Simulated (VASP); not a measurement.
# Sr2ZnWF6 (Fm-3m) in VASP: a series of runs, part 2 of 2

VASP 6.6.1. Earlier steps stand in the parts before.

**3. Single point, PBE**

Contents of INCAR:

```
SYSTEM = Sr2ZnWF6
PREC = Accurate ; ENCUT = 520
EDIFF = 1E-7 ; ISMEAR = -1
SIGMA = 0.1 ; LREAL = .False.
LASPH = .True. ; NELM = 100
ALGO = Normal ; ISIF = 2
LWAVE = .False. ; LCHARG = .True.
GGA = PE ; LELF = .True.
LVHAR = .True. ; NBANDS = 55
```

Contents of KPOINTS:

```
Automatic mesh
0
Gamma
  4 4 4
  0 0 0
```

Contents of POSCAR:

```
Sr2ZnWF6
1.0
    0.0000000000      4.2049810000      4.2049810000
    4.2049810000      0.0000000000      4.2049810000
    4.2049810000      4.2049810000      0.0000000000
Zn W F Sr
1 1 6 2
Direct
    0.5000000000      0.5000000000      0.5000000000
    0.0000000000      0.0000000000      0.0000000000
    0.7250000000      0.2750000000      0.2750000000
    0.2750000000      0.7250000000      0.2750000000
    0.2750000000      0.7250000000      0.7250000000
    0.7250000000      0.2750000000      0.7250000000
    0.2750000000      0.2750000000      0.7250000000
    0.7250000000      0.7250000000      0.2750000000
    0.2500000000      0.2500000000      0.2500000000
    0.7500000000      0.7500000000      0.7500000000
```

Potentials or basis: VASP PAW PBE potentials, release 64 (Zn, W_sv, F, Sr_sv).

Command:

```sh
cat potpaw_PBE.64/Zn/POTCAR potpaw_PBE.64/W_sv/POTCAR potpaw_PBE.64/F/POTCAR potpaw_PBE.64/Sr_sv/POTCAR > POTCAR
mpirun -np 1 vasp_std > vasp.out
```

OUTCAR:

```text
SYSTEM = Sr2ZnWF6
   PREC = Accurate
   ENCUT = 520
   EDIFF = 1E-7
   ISMEAR = -1
   LREAL = .False.
   LASPH = .True.
   NELM = 100
   ISIF = 2
   GGA = PE

 ion  position               nearest neighbor table
   1  0.500  0.500  0.500-   3 1.89   4 1.89   5 1.89   6 1.89   7 1.89   8 1.89   9 3.64   9 3.64
                             9 3.64   9 3.64  10 3.64  10 3.64  10 3.64  10 3.64
   2  0.000  0.000  0.000-   3 2.31   4 2.31   5 2.31   6 2.31   7 2.31   8 2.31  10 3.64  10 3.64
                            10 3.64   9 3.64  10 3.64   9 3.64   9 3.64   9 3.64
   3  0.725  0.275  0.275-   1 1.89   2 2.31   9 2.98   9 2.98  10 2.98  10 2.98
   4  0.275  0.725  0.275-   1 1.89   2 2.31   9 2.98   9 2.98  10 2.98  10 2.98
   5  0.275  0.725  0.725-   1 1.89   2 2.31   9 2.98   9 2.98  10 2.98  10 2.98
   6  0.725  0.275  0.725-   1 1.89   2 2.31   9 2.98   9 2.98  10 2.98  10 2.98
   7  0.275  0.275  0.725-   1 1.89   2 2.31   9 2.98   9 2.98  10 2.98  10 2.98
   8  0.725  0.725  0.275-   1 1.89   2 2.31   9 2.98   9 2.98  10 2.98  10 2.98
   9  0.250  0.250  0.250-   3 2.98   4 2.98   7 2.98   5 2.98   6 2.98   7 2.98   4 2.98   5 2.98
                             8 2.98   3 2.98   6 2.98   8 2.98   1 3.64   2 3.64   2 3.64   1 3.64
  10  0.750  0.750  0.750-   4 2.98   5 2.98   7 2.98   3 2.98   6 2.98   7 2.98   3 2.98   4 2.98
                             8 2.98   5 2.98   6 2.98   8 2.98   1 3.64   2 3.64   1 3.64   1 3.64

  LATTYP: Found a face centered cubic cell.
 ALAT       =     8.4099620000

  Lattice vectors:

 A1 = (   0.0000000000,   4.2049810000,   4.2049810000)
 A2 = (   4.2049810000,   0.0000000000,   4.2049810000)
 A3 = (   4.2049810000,   4.2049810000,   0.0000000000)

Analysis of symmetry for initial positions (statically):
=====================================================================
 Subroutine PRICEL returns:
 Original cell was already a primitive cell.

 Routine SETGRP: Setting up the symmetry group for a
 face centered cubic supercell.

 Subroutine GETGRP returns: Found 48 space group operations
 (whereof 48 operations were pure point group operations)
 out of a pool of 48 trial point group operations.

The static configuration has the point symmetry O_h .
[... 142 lines left out ...]
   LRPA    =     F    only Hartree local field effects (RPA)
 non-spin polarized calculation
  energy-cutoff  :      520.00
  volume of cell :      148.70
 maximum number of plane-waves:      4016
 NGX is ok and might be reduce to    48
   NGX = 23   NGY = 23   NGZ = 23

 number of electron      87.9999968 magnetization

 Free energy of the ion-electron system (eV)
  ---------------------------------------------------
  ext. energy  EPLUGINS =         0.00000000
  ---------------------------------------------------
  free energy    TOTEN  =       -45.74123747 eV

  energy without entropy =      -45.45555753  energy(sigma->0) =      -45.59839750

 E-fermi :   5.7452     XC(G=0): -10.1444

 val. band max:        5.6559690296   @ k =  -0.2500   0.2500   0.0000
 cond. band min:       5.8063798388   @ k =   0.5000   0.0000   0.0000
 fundamental gap:      0.1504108092
 Fermi energy:         5.7451778206

 k-point     1 :       0.0000    0.0000    0.0000
  band No.  band energies     occupation
      1     -68.1719      2.00000
      2     -32.4721      2.00000
      3     -32.4721      2.00000
      4     -32.4720      2.00000
      5     -31.9874      2.00000
      6     -31.9669      2.00000
[... 453 lines left out ...]
     54       9.2687      0.00000
     55       9.3439      0.00000

------------------------ aborting loop because EDIFF is reached ----------------------------------------

  FORCE on cell =-STRESS in cart. coord.  units (eV):
  Direction    XX          YY          ZZ          XY          YZ          ZX
  --------------------------------------------------------------------------------------
  -------------------------------------------------------------------------------------
  Total        8.0486646      8.0486646      8.0486646      0.0000000      0.0000000     -0.0000000
  in kB       86.7186090     86.7186090     86.7186090      0.0000000      0.0000000     -0.0000000
  external PRESSURE =      86.7186090 kB  Pullay stress =       0.0000000 kB

 VOLUME and BASIS-vectors are now :
 -----------------------------------------------------------------------------
  energy-cutoff  :      520.00
  volume of cell :      148.70
      direct lattice vectors                 reciprocal lattice vectors
     0.000000000  4.204981000  4.204981000    -0.118906601  0.118906601  0.118906601
     4.204981000  0.000000000  4.204981000     0.118906601 -0.118906601  0.118906601
     4.204981000  4.204981000  0.000000000     0.118906601  0.118906601 -0.118906601

 POSITION                                       TOTAL-FORCE (eV/Angst)
 -----------------------------------------------------------------------------------
      4.20498      4.20498      4.20498        -0.000000     -0.000000     -0.000000
      0.00000      0.00000      0.00000        -0.000000     -0.000000     -0.000000
      2.31274      4.20498      4.20498        -1.795827     -0.000000     -0.000000
      4.20498      2.31274      4.20498        -0.000000     -1.795827     -0.000000
      6.09722      4.20498      4.20498         1.795827     -0.000000     -0.000000
      4.20498      6.09722      4.20498        -0.000000      1.795827     -0.000000
      4.20498      4.20498      2.31274        -0.000000     -0.000000     -1.795827
      4.20498      4.20498      6.09722        -0.000000     -0.000000      1.795827
      2.10249      2.10249      2.10249        -0.000000     -0.000000     -0.000000
      6.30747      6.30747      6.30747        -0.000000     -0.000000     -0.000000
 -----------------------------------------------------------------------------------
    total drift:                               -0.000000      0.000000      0.000000

  FREE ENERGIE OF THE ION-ELECTRON SYSTEM (eV)
  ---------------------------------------------------
  free  energy   TOTEN  =       -45.7412374663 eV

  energy  without entropy=      -45.4555575342  energy(sigma->0) =      -45.59839750
```

OSZICAR:

```text
N       E                     dE             d eps       ncg     rms          rms(c)
DAV:   1     0.984797386562E+03    0.98480E+03   -0.45031E+04   880   0.176E+03
DAV:   2     0.657521871927E+02   -0.91905E+03   -0.88362E+03   952   0.481E+02
DAV:   3    -0.428166194560E+02   -0.10857E+03   -0.10616E+03   997   0.169E+02
DAV:   4    -0.490624346041E+02   -0.62458E+01   -0.60975E+01  1248   0.327E+01
DAV:   5    -0.492946067219E+02   -0.23217E+00   -0.23177E+00  1322   0.510E+00    0.231E+01
DAV:   6    -0.460851199997E+02    0.32095E+01   -0.19522E+01  1090   0.265E+01    0.132E+01
DAV:   7    -0.458212944617E+02    0.26383E+00   -0.51575E+00  1106   0.864E+00    0.110E+01
DAV:   8    -0.457343536810E+02    0.86941E-01   -0.80182E-01  1056   0.548E+00    0.391E+00
DAV:   9    -0.457385147923E+02   -0.41611E-02   -0.92381E-02  1274   0.213E+00    0.443E-01
DAV:  10    -0.457404115106E+02   -0.18967E-02   -0.19305E-02  1281   0.137E+00    0.262E-01
DAV:  11    -0.457410341184E+02   -0.62261E-03   -0.44310E-03  1193   0.552E-01    0.102E-01
DAV:  12    -0.457412090566E+02   -0.17494E-03   -0.66352E-04  1155   0.152E-01    0.413E-02
DAV:  13    -0.457412354001E+02   -0.26343E-04   -0.11053E-04  1089   0.460E-02    0.105E-02
DAV:  14    -0.457412369362E+02   -0.15361E-05   -0.85792E-06  1330   0.192E-02    0.640E-03
DAV:  15    -0.457412378184E+02   -0.88220E-06   -0.33863E-06  1049   0.805E-03    0.218E-03
DAV:  16    -0.457412375381E+02    0.28027E-06   -0.39804E-07   929   0.454E-03    0.109E-03
DAV:  17    -0.457412374663E+02    0.71814E-07   -0.12239E-07   665   0.227E-03
   1 F= -.45741237E+02 E0= -.45598398E+02  d E =-.285680E+00
```

stdout:

```text
POSCAR found type information on POSCAR ZnW F Sr
 POSCAR found :  4 types and      10 ions
 scaLAPACK will be used
 LDA part: xc-table for (Slater+PW92), standard interpolation
 POSCAR, INCAR and KPOINTS ok, starting setup
 FFT: planning ... GRIDC
 FFT: planning ... GRID_SOFT
 FFT: planning ... GRID
 WAVECAR not read
 entering main loop
```

Run time: 3.6 min. Hardware: 1 thread of Intel Xeon 8259CL, shared host; peak memory 0.36 GiB.

Results:

```
Free energy            : -45.7412 eV
Pressure               : 8.7 GPa
Largest force          : 1.796 eV/Å
Band gap on the k mesh : zero (bands 44 and 45 overlap by 0.17 eV)
```

Forces on the atoms (eV/Å):
```
Zn   0.000  0.000  0.000
W    0.000  0.000  0.000
F   -1.796  0.000  0.000
F    0.000 -1.796  0.000
F    1.796  0.000  0.000
F    0.000  1.796  0.000
F    0.000  0.000 -1.796
F    0.000  0.000  1.796
Sr   0.000  0.000  0.000
Sr   0.000  0.000  0.000
```

Levels at points of the mesh, in eV from the Fermi level:
```
           k point  band 42  band 43  band 44  band 45  band 46  band 47
(0.00, 0.00, 0.00)    -1.87    -0.27    -0.27    -0.27     0.61     0.61
(0.50, 0.00, 0.00)    -0.21    -0.21    -0.19     0.06     0.91     1.60
(0.50, 0.50, 0.00)    -0.20    -0.09    -0.09     0.60     0.85     1.01
```

Caveat: the cell stands under pressure; spin-orbit coupling is left out, which moves the levels of the heavy elements; forces of over 1 eV/Å act on the atoms, so gaps and moduli don't describe the material at rest.

**4. Single point, LDA**

Contents of INCAR:

```
SYSTEM = Sr2ZnWF6
PREC = Accurate ; ENCUT = 520
EDIFF = 1E-7 ; ISMEAR = -1
SIGMA = 0.1 ; LREAL = .False.
LASPH = .True. ; NELM = 100
ALGO = Normal ; ISIF = 2
LWAVE = .False. ; LCHARG = .False.
GGA = CA ; NBANDS = 55
```

Contents of KPOINTS:

```
regular mesh
0
Gamma
  4 4 4
  0 0 0
```

POSCAR is that of step 3.

Potentials or basis: VASP PAW LDA potentials, release 64 (Zn, W_sv, F, Sr_sv).

Command:

```sh
cat potpaw_LDA.64/Zn/POTCAR potpaw_LDA.64/W_sv/POTCAR potpaw_LDA.64/F/POTCAR potpaw_LDA.64/Sr_sv/POTCAR > POTCAR
mpirun -np 1 vasp_std > vasp.out
```

Run time: 2.8 min. Hardware: 1 thread of Intel Xeon 8259CL, shared host; peak memory 0.3 GiB.

It converged, with:

```yaml
Free_energy: -52.2924 eV
Pressure: 0.0 GPa
Largest_force: 1.596 eV/Å
Band_gap_on_the_k_mesh: zero (bands 44 and 45 overlap by 0.18 eV)
```

Forces in eV/Å, atoms in the order of the input:
```
Zn   0.000  0.000  0.000
W    0.000  0.000  0.000
F   -1.596  0.000  0.000
F    0.000 -1.596  0.000
F    1.596  0.000  0.000
F    0.000  1.596  0.000
F    0.000  0.000 -1.596
F    0.000  0.000  1.596
Sr   0.000  0.000  0.000
Sr   0.000  0.000  0.000
```

Levels at points of the mesh, in eV from the Fermi level:
| k point | band 42 | band 43 | band 44 | band 45 | band 46 | band 47 |
| --- | --- | --- | --- | --- | --- | --- |
| (0.00, 0.00, 0.00) | -1.95 | -0.26 | -0.26 | -0.26 | 0.54 | 0.54 |
| (0.50, 0.00, 0.00) | -0.20 | -0.20 | -0.19 | 0.04 | 0.80 | 1.47 |
| (0.50, 0.50, 0.00) | -0.20 | -0.08 | -0.08 | 0.51 | 0.77 | 0.95 |

Caveat: spin-orbit coupling is left out, which moves the levels of the heavy elements; forces of over 1 eV/Å act on the atoms, so gaps and moduli don't describe the material at rest.
